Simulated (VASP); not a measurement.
The system is TaC2.

```
Ta C
1.0
     1.58570   -1.58570   -2.95430
     1.58570   -1.58570    2.95430
    -3.17140   -3.17140    0.00000
Ta C
2 4
Direct
  0.00000 0.00000 0.00000
  0.50000 0.50000 0.50000
  0.11713 0.88287 0.50000
  0.61713 0.38287 0.00000
  0.88287 0.11713 0.50000
  0.38287 0.61713 0.00000
```

Base run:

| Quantity | Value |
| --- | --- |
| Program | VASP 6.6.1 |
| Functional | PBE |
| Potentials or basis | VASP PAW PBE potentials, release 64 (Ta_pv, C) |
| Cutoff | 520 eV |
| k mesh | 6 × 6 × 6 |
| Occupations | gaussian, width 0.2 eV |
| Spin | no spin polarisation |

Its results: band gap on the k mesh zero (band 19 reaches 9.49 eV, above the bottom of band 20 at 5.11 eV); pressure 1.0 GPa; largest force 0.005 eV/Å.

**Question.** The run is repeated on the same cell with these changes: potentials or basis from VASP PAW PBE potentials, release 64 (Ta_pv, C) to VASP PAW PBE potentials, release 64 (Ta_sv_GW, C); cutoff from 520 eV to 600 eV; further incar settings from ALGO = Normal; EDIFF = 1e-07; NBANDS = 28 to ALGO = Normal; EDIFF = 1e-06; NBANDS = 30; valence electrons from 38 to 42. What comes out?

**Answer.** Band gap on the k mesh zero (band 21 reaches 12.55 eV, above the bottom of band 22 at 8.17 eV); pressure 0.3 GPa; largest force 0.009 eV/Å.

Caveats: spin-orbit coupling is left out, which moves the levels of the heavy elements.
